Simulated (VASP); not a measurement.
Set up this calculation in VASP 6.6.1, as the native input.

```
Task                   : single point
Functional             : PBE
Potentials or basis    : VASP PAW PBE potentials, release 64 (Eu, O)
Cutoff                 : 600 eV
k mesh                 : 9 × 9 × 9
Occupations            : fermi-dirac, width 0.1 eV
Spin                   : collinear spin, ferromagnetic start
Starting moments       : [4.9, 0.0] μB
Hubbard terms          : Eu f U = 3.0 eV
Dipole correction      : no
Further INCAR settings : ALGO = Normal; EDIFF = 1e-06; NBANDS = 22
```

The structure of EuO lies in POSCAR:

```
EuO
1.0
    0.0000000000      2.5719500000      2.5719500000
    2.5719500000      0.0000000000      2.5719500000
    2.5719500000      2.5719500000      0.0000000000
Eu O
1 1
Direct
    0.0000000000      0.0000000000      0.0000000000
    0.5000000000      0.5000000000      0.5000000000
```

One way to write it, as run:

INCAR

```
PREC     = Accurate       # precision mode
ENCUT    = 600            # plane-wave cutoff, eV
EDIFF    = 1E-6           # SCF threshold, eV
ISMEAR   = -1             # smearing method
SIGMA    = 0.1            # smearing width, eV
LREAL    = False          # projectors in reciprocal space
LASPH    = True           # aspherical terms in the spheres
NELM     = 200            # most SCF steps
ALGO     = Normal         # electronic algorithm
ISIF     = 2              # what is computed and relaxed
LWAVE    = False          # write WAVECAR
LCHARG   = True           # write CHGCAR
ISPIN    = 2              # spin polarisation
MAGMOM   = 4.9 0          # initial moments
LORBIT   = 11             # projections on sites
LMAXMIX  = 6              # l up to which the mixer works
LDAU     = True           # DFT+U
LDAUTYPE = 2            
LDAUL    = 3 -1           # shell
LDAUU    = 3 0            # U, eV
LDAUJ    = 0 0          
LDAUPRINT= 1            
GGA      = PE             # functional
LELF     = True           # ELF
LVHAR    = True         
NBANDS   = 22             # bands
GGA_COMPAT= False
```

KPOINTS

```
Automatic mesh
0
Gamma
  9 9 9
```

Potentials or basis: VASP PAW PBE potentials, release 64 (Eu, O).

Launch:

```sh
$ cat potpaw_PBE.64/Eu/POTCAR potpaw_PBE.64/O/POTCAR > POTCAR
$ mpirun -np 1 vasp_std > vasp.out
```

It gave:

- Pressure: -1.5 GPa
- Band gap on the k mesh: zero (filled and empty bands overlap)
- Net moment: 7.00 μB per cell
- Site moments: Eu +6.67; O -0.10 μB
- Valence electrons inside the program's atomic spheres: Eu 14.88; O 4.95

Caveat: spin-orbit coupling is left out, which moves the levels of the heavy elements; a cell with one magnetic atom can't hold antiferromagnetic order, which such compounds often take.

Wall time 83 s on 1 thread of Intel(R) Xeon(R) Platinum 8488C (Sapphire Rapids), with other jobs on the host, peak memory 0.23 GiB.
